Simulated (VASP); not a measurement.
A run of VASP 6.6.1 is set up as follows.

File INCAR:

```
SYSTEM = Si2Mo
ALGO = Normal ; EDIFF = 1E-6
ENCUT = 520 ; GGA = PE
ISIF = 2 ; ISMEAR = -1
LASPH = .True. ; LCHARG = .False.
LREAL = .False. ; LWAVE = .False.
NBANDS = 18 ; NELM = 80
PREC = Accurate ; SIGMA = 0.1
```

The input KPOINTS:

```
k-points
0
Gamma
  10 10 10
  0 0 0
```

Contents of POSCAR:

```
Si2Mo
1.0
    0.0000000000      2.6439504585      2.6439504585
    2.6439504585      0.0000000000      2.6439504585
    2.6439504585      2.6439504585      0.0000000000
Mo Si
1 2
Direct
    0.0000000000      0.0000000000      0.0000000000
    0.2500000000      0.2500000000      0.2500000000
    0.7500000000      0.7500000000      0.7500000000
```

Potentials or basis: VASP PAW PBE potentials, release 64 (Mo_sv, Si).

Command:

```sh
$ cat potpaw_PBE.64/Mo_sv/POTCAR potpaw_PBE.64/Si/POTCAR > POTCAR
$ mpirun -np 1 vasp_std > vasp.out
```

(1) Predict the pressure.

(2) Predict the band gap on the k mesh.

## Answers

(1) 75.4 GPa.

(2) zero (bands 11 and 12 overlap by 2.82 eV).

Caveat: the cell stands under pressure.
